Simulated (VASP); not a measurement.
Set up this calculation in VASP 6.6.1, as the native input.

```yaml
Task: relaxation of cell and atoms
Functional: r2SCAN
Potentials_or_basis: VASP PAW PBE potentials, release 64 (Ta_pv, F)
Cutoff: 600 eV
k_mesh: 5 × 5 × 5
Occupations: methfessel-paxton, width 0.025 eV
Spin: no spin polarisation
Dipole_correction: no
Further_INCAR_settings: ALGO = Normal; EDIFF = 1e-07; IBRION = 2; EDIFFG = -0.01; NSW = 60; ISIF = 3
```

TaF3:

```
Ta F
1.0
     3.96499    0.00000    0.00000
     0.00000    3.96499    0.00000
     0.00000    0.00000    3.96499
Ta F
1 3
Direct
  0.00000 0.00000 0.00000
  0.50000 0.00000 0.00000
  0.00000 0.50000 0.00000
  0.00000 0.00000 0.50000
```

These files were run (other wordings do the same):

POSCAR

```
TaF3
1.0
    3.9649940000      0.0000000000      0.0000000000
    0.0000000000      3.9649940000      0.0000000000
    0.0000000000      0.0000000000      3.9649940000
Ta F
1 3
Direct
    0.0000000000      0.0000000000      0.0000000000
    0.5000000000      0.0000000000      0.0000000000
    0.0000000000      0.5000000000      0.0000000000
    0.0000000000      0.0000000000      0.5000000000
```

INCAR.step1

```
ALGO = Normal
EDIFF = 1E-4
ENCUT = 600
GGA = PE
ISMEAR = 1
LASPH = True
LCHARG = False
LREAL = False
LWAVE = True
NELM = 100
PREC = Accurate
SIGMA = 0.025
```

INCAR.step2

```
ALGO = Normal
EDIFF = 1E-7
EDIFFG = -0.01
ENCUT = 600
IBRION = 2
ISIF = 3
ISMEAR = 1
ISTART = 1
LASPH = True
LCHARG = False
LMIXTAU = True
LREAL = False
LWAVE = False
METAGGA = R2SCAN
NELM = 100
NSW = 60
PREC = Accurate
SIGMA = 0.025
```

KPOINTS

```
k-points
0
Gamma
  5 5 5
```

Potentials or basis: VASP PAW PBE potentials, release 64 (Ta_pv, F).

Run with:

```console
$ cat potpaw_PBE.64/Ta_pv/POTCAR potpaw_PBE.64/F/POTCAR > POTCAR
$ cp INCAR.step1 INCAR
$ mpirun -np 1 vasp_std > vasp.out
$ cp INCAR.step2 INCAR
$ mpirun -np 1 vasp_std > vasp.out
```

Results of the run:

```json
{
  "Relaxed volume": "17.13 Å³/atom",
  "Relaxed cell": "a = 4.092 Å, b = 4.092 Å, c = 4.092 Å, α = 90.00°, β = 90.00°, γ = 90.00°",
  "Space group after relaxing (to 0.05 Å)": "Pm-3m (No. 221)",
  "Energy gained by relaxing": "60.7 meV/atom",
  "Ionic steps": "15",
  "Pressure after relaxing": "0.1 GPa",
  "Band gap on the k mesh": "zero (band 16 reaches 4.59 eV, above the bottom of band 17 at 2.54 eV)"
}
```

Caveat: the PAW data sets were made with another functional, which shifts forces and pressure a little; spin-orbit coupling is left out, which moves the levels of the heavy elements.

It took 3.8 min on 1 thread of Intel(R) Xeon(R) Platinum 8488C (Sapphire Rapids), on a shared host, peak memory 0.2 GiB.
